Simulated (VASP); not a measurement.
Input of a VASP 6.6.1 run:

File INCAR:

```
PREC = Accurate
ENCUT = 520
EDIFF = 1E-6
ISMEAR = -1
SIGMA = 0.15
LREAL = False
LASPH = True
NELM = 60
ALGO = Normal
ISIF = 2
LWAVE = False
LCHARG = False
GGA = PE
NBANDS = 80
```

The input KPOINTS:

```
regular mesh
0
Gamma
  3 2 3
```

The input POSCAR:

```
LiSc12
1.0
    6.6200000000      0.0000000000      0.0000000000
   -4.9650000000      8.5996320000      0.0000000000
    0.0000000000      0.0000000000      5.2761400000
Sc Li
12 1
Direct
    0.0088864442     -0.0109634924     -0.0002515096
    0.1649807264      0.2006661448      0.4997232826
    0.0240529443      0.3312895249     -0.0002941544
    0.1831613868      0.5597036013      0.4996251047
    0.0099017658      0.6566261207     -0.0003917637
    0.2432481599      0.9145339010      0.4998980315
    0.5248652280     -0.0007218914     -0.0001366529
    0.6941887652      0.2208571250      0.4997941677
    0.5021499983      0.3117746201     -0.0002194786
    0.6239733146      0.4926288706      0.4998239243
    0.5095864391      0.6594419389     -0.0003458968
    0.6646817691      0.9067954303      0.4998917769
   -0.1557420402      0.7581348830      0.4991471038
```

Potentials or basis: VASP PAW PBE potentials, release 64 (Sc_sv, Li_sv).

Launch:

```bash
$ cat potpaw_PBE.64/Sc_sv/POTCAR potpaw_PBE.64/Li_sv/POTCAR > POTCAR
$ mpirun -np 1 vasp_std > vasp.out
```

Estimate the band gap on the k mesh.

zero (an odd number of electrons rules out a gap without spin polarisation).

Predict the largest force.

0.026 eV/Å.

Forces on the atoms (eV/Å):
```
Sc  -0.006  0.006  0.000
Sc   0.005  0.001  0.000
Sc   0.003 -0.003  0.000
Sc   0.000  0.000  0.000
Sc  -0.013  0.001  0.000
Sc   0.007 -0.017  0.000
Sc  -0.007 -0.002  0.000
Sc  -0.012  0.007  0.000
Sc  -0.009  0.001  0.000
Sc   0.026  0.004  0.000
Sc   0.014  0.002  0.000
Sc   0.003  0.000  0.000
Li  -0.010 -0.002 -0.001
```

Caveat: the k points lie up to 0.40 Å⁻¹ apart, too coarse for converged energies and pressures of a metal.
